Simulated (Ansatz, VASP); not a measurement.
**One calculation of Ti, two programs**

```xyz
1
Lattice="-1.6046 1.6046 1.6046 1.6046 -1.6046 1.6046 1.6046 1.6046 -1.6046" Properties=species:S:1:pos:R:3 pbc="T T T"
Ti    0.0000    0.0000    0.0000
```

Alike in both runs: functional PBEsol; k mesh 24 × 24 × 24; occupations gaussian, width 0.1 eV; no spin polarisation.

Ansatz relaxed the structure, and its values are those at the end. VASP's run is a single point on that final structure, the one shown.

```csv
,VASP,Ansatz
version,VASP 6.6.1,Ansatz 0.2.0
potentials or method,"VASP PAW PBE potentials, release 64 (Ti_sv), cutoff 520 eV","scalar-relativistic, plane waves, PAW"
valence electrons in the cell,12,12
```

```tsv
	VASP	Ansatz	Ansatz less VASP
gap on the k mesh at the Fermi level (eV)	none	none	-
pressure (GPa)	-0.2	0.0	+0.28
```

VASP's potentials were made for PBE, not for PBEsol. A gap of «none» marks a metal or a gap that the smearing closes.
